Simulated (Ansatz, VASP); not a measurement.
## InSe in VASP and in Ansatz

The input INCAR:

```
  PREC = Accurate
  ENCUT = 520
  EDIFF = 1E-6
  ISMEAR = 0
  SIGMA = 0.02
  LREAL = F
  LASPH = T
  NELM = 60
  ALGO = Normal
  ISIF = 2
  LWAVE = F
  LCHARG = F
  LDIPOL = T
  IDIPOL = 3
  DIPOL = 0.5 0.5 0.500
  GGA = PE
  IVDW = 12
  NBANDS = 27
```

File KPOINTS:

```
regular mesh
0
Gamma
  9 9 1
```

POSCAR

```
InSe
1.0
    3.8250000000      0.0000000000      0.0000000000
   -1.9125000000      3.3125471695      0.0000000000
    0.0000000000      0.0000000000     36.7199571806
Se In
2 2
Direct
    0.0000000000      0.0000000000      0.4298335320
    0.0000000000      0.0000000000      0.5701387065
    0.6666666667      0.3333333333      0.4635837234
    0.6666666667      0.3333333333      0.5363885708
```

Input for Ansatz:

```yaml
crystal:
  lattice:
    - [3.825, 0.0, 0.0]
    - [-1.9125, 3.3125471695, 0.0]
    - [0.0, 0.0, 36.7199571806]
  atoms:
    - { symbol: Se, position: [0.0, 0.0, 0.429833532] }
    - { symbol: In, position: [0.6666666667, 0.3333333333, 0.4635837234] }
    - { symbol: In, position: [0.6666666667, 0.3333333333, 0.5363885708] }
    - { symbol: Se, position: [0.0, 0.0, 0.5701387065] }
  periodic: [true, true, false]
basis:
  ecutwfc: 420
kpoints:
  mp_grid: { grid: [9, 9, 1] }
hamiltonian:
  xc: pbe
  pseudopotentials: { kind: paw, azcp: { folder: soft_1 } }
  dispersion: d3bj
scf:
  occupations: { method: gaussian, width: 0.02 }
output:
  forces: true
  stress: true
  eigenvalues: true
```

Alike in both runs: task single point; functional PBE; dispersion D3(BJ); k mesh 9 × 9 × 1; occupations gaussian, width 0.02 eV; no spin polarisation.

|  | VASP | Ansatz |
| --- | --- | --- |
| version | VASP 6.6.1 | Ansatz 0.2.0 |
| potentials or method | VASP PAW PBE potentials, release 64 (Se, In_d), cutoff 520 eV | scalar-relativistic, plane waves, PAW |
| valence electrons in the cell | 38 | 58 |

Ansatz gave:

```
gap on the k mesh at the Fermi level (eV) : 2.24
least direct gap on the mesh (eV)         : 2.36
rms of the force components (eV/Å)        : 0.642
```

Q: Which values does VASP return?

A: gap on the k mesh at the Fermi level (eV): 2.23; least direct gap on the mesh (eV): 2.35; rms of the force components (eV/Å): 0.653.

VASP's potentials hold 38 valence electrons a cell and Ansatz's 58, so a difference there can come from the potentials and not from the codes. Ansatz's warnings: structure snapped to symmetry.
